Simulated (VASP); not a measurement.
Input of a VASP 6.6.1 run:

The input INCAR:

```
  ALGO = Normal
  EDIFF = 1E-7
  ENCUT = 520
  GGA = RP
  ISIF = 2
  ISMEAR = -1
  ISPIN = 2
  LASPH = T
  LCHARG = T
  LELF = T
  LMAXMIX = 4
  LORBIT = 11
  LREAL = F
  LVHAR = T
  LWAVE = F
  MAGMOM = -0.447 -0.447
  NBANDS = 21
  NELM = 150
  PREC = Accurate
  SIGMA = 0.05
```

KPOINTS

```
k-points
0
Gamma
  10 10 10
```

Contents of POSCAR:

```
Pd
1.0
    0.0000000000      2.9478184417      2.9478184417
    2.9478184417      0.0000000000      2.9478184417
    2.9478184417      2.9478184417      0.0000000000
Pd
2
Direct
    0.1250000000      0.1250000000      0.1250000000
    0.8750000000      0.8750000000      0.8750000000
```

Potentials or basis: VASP PAW PBE potentials, release 64 (Pd).

Run with:

```console
$ cat potpaw_PBE.64/Pd/POTCAR > POTCAR
$ mpirun -np 1 vasp_std > vasp.out
```

Q: Predict the net moment.

A: -0.90 μB per cell.

Q: Predict the site moments.

A: Pd -0.45 μB.

Q: Predict the pressure.

A: -0.2 GPa.

Caveat: the PAW data sets were made with another functional, which shifts forces and pressure a little.
